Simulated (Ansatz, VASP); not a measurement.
Two plane-wave programs on Al

```xyz
4
Lattice="2.8365 0.0000 0.0000 -1.4182 2.4565 0.0000 0.0000 0.0000 9.2165" Properties=species:S:1:pos:R:3 pbc="T T T"
Al    0.0000    0.0000    0.0000
Al    0.0000    1.6376    2.3041
Al    0.0000    0.0000    4.6083
Al    1.4182    0.8188    6.9124
```

Alike in both runs: task single point; functional PBEsol; k mesh 9 × 9 × 3; no spin polarisation.

|  | VASP | Ansatz |
| --- | --- | --- |
| version | VASP 6.6.1 | Ansatz 0.2.0 |
| potentials or method | VASP PAW PBE potentials, release 64 (Al), cutoff 520 eV | plane waves, PAW |
| occupations | fermi-dirac, width 0.1 eV | fermi-dirac |
| valence electrons in the cell | 12 | 12 |

VASP gave:

```
pressure (GPa)                                                : 0.9
traceless stress, the component that is largest in VASP (GPa) : 1.86
```

Estimate Ansatz's values.

pressure (GPa): 0.8; traceless stress, the component that is largest in VASP (GPa): 1.86.

VASP's potentials were made for PBE, not for PBEsol.
